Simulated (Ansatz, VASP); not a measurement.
## Ga in VASP and in Ansatz

```
CELL_PARAMETERS angstrom
1.36917 -3.98624 0.00000
1.36917 3.98624 0.00000
-0.11628 0.00000 3.32993
ATOMIC_POSITIONS crystal
Ga 0.86900 0.13100 0.25000
Ga 0.13100 0.86900 0.75000
```

Change from the starting cell: equal xx and yy strain of -1 %.

Alike in both runs: task single point; functional PBEsol; k mesh 14 × 14 × 11; occupations fermi-dirac, width 0.03 eV; no spin polarisation.

|  | VASP | Ansatz |
| --- | --- | --- |
| version | VASP 6.6.1 | Ansatz 0.2.0 |
| potentials or method | VASP PAW PBE potentials, release 64 (Ga_d), cutoff 520 eV | all-electron LAPW, scalar-relativistic |

Ansatz gave:

| Property | Result |
| --- | --- |
| pressure (GPa) | -0.7 |
| traceless stress, the component that is largest in VASP (GPa) | -0.44 |
| rms of the force components (eV/Å) | 0.103 |

Task: Which values does VASP return?

Result: Pressure (GPa): -0.8; traceless stress, the component that is largest in VASP (GPa): -0.46; rms of the force components (eV/Å): 0.102.

VASP's potentials were made for PBE, not for PBEsol. Atom by atom the forces differ by 0.000 eV/Å (rms over components). Ansatz ran all-electron here, and VASP with PAW potentials.
